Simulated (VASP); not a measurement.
Wanted: the native input for a VASP 6.6.1 run.

```yaml
Task: single point
Functional: LDA
Potentials_or_basis: VASP PAW LDA potentials, release 64 (Pd, I)
Cutoff: 520 eV
k_mesh: 13 × 13 × 13
Occupations: fermi-dirac, width 0.1 eV
Spin: no spin polarisation
Dipole_correction: no
Further_INCAR_settings: ALGO = Normal; EDIFF = 1e-06; NBANDS = 16
```

The structure of PdI (CsCl type) lies in POSCAR:

```
PdI
1.0
    3.3727652735      0.0000000000      0.0000000000
    0.0000000000      3.3727652735      0.0000000000
    0.0000000000      0.0000000000      3.3727652735
Pd I
1 1
Direct
    0.0000000000      0.0000000000      0.0000000000
    0.5000000000      0.5000000000      0.5000000000
```

These files were run (other wordings do the same):

INCAR

```
SYSTEM = PdI
  PREC = Accurate
  ENCUT = 520
  EDIFF = 1E-6
  ISMEAR = -1
  SIGMA = 0.1
  LREAL = .FALSE.
  LASPH = .TRUE.
  NELM = 100
  ALGO = Normal
  ISIF = 2
  LWAVE = .FALSE.
  LCHARG = .FALSE.
  NBANDS = 16
```

KPOINTS

```
regular mesh
0
G
  13 13 13
  0 0 0
```

Potentials or basis: VASP PAW LDA potentials, release 64 (Pd, I).

Launch:

```console
$ cat potpaw_LDA.64/Pd/POTCAR potpaw_LDA.64/I/POTCAR > POTCAR
$ mpirun -np 1 vasp_std > vasp.out
```

Results of the run:

```
Pressure : 9.3 GPa
```

Caveat: an odd number of electrons without spin polarisation forces a metal; a magnetic or distorted state may lie lower.

Wall time 16 s on 1 thread of Intel(R) Xeon(R) 6975P-C (Granite Rapids), on a shared host, peak memory 0.18 GiB.
